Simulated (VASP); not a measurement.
Here is a VASP 6.6.1 calculation.

The input INCAR:

```
  PREC = Accurate
  ENCUT = 520
  EDIFF = 1E-6
  ISMEAR = 0
  SIGMA = 0.15
  LREAL = False
  LASPH = True
  NELM = 80
  ALGO = Normal
  ISIF = 2
  LWAVE = False
  LCHARG = False
  GGA = PS
  NBANDS = 12
```

KPOINTS

```
regular mesh
0
Gamma
  5 5 5
```

Contents of POSCAR:

```
Zn
1.0
    4.9636600000      0.0000000000      0.0000000000
    0.0000000000      4.9636600000      0.0000000000
    0.0000000000      0.0000000000      4.9636600000
Zn
1
Direct
    0.0000000000      0.0000000000      0.0000000000
```

Potentials or basis: VASP PAW PBE potentials, release 64 (Zn).

Launch:

```bash
$ cat potpaw_PBE.64/Zn/POTCAR > POTCAR
$ mpirun -np 1 vasp_std > vasp.out
```

(1) What does it give for the band gap on the k mesh?

(2) Estimate the pressure.

Results:

(1) 3.45 eV, indirect (least direct gap 4.04 eV).

(2) -0.1 GPa.

Caveat: the PAW data sets were made with another functional, which shifts forces and pressure a little.
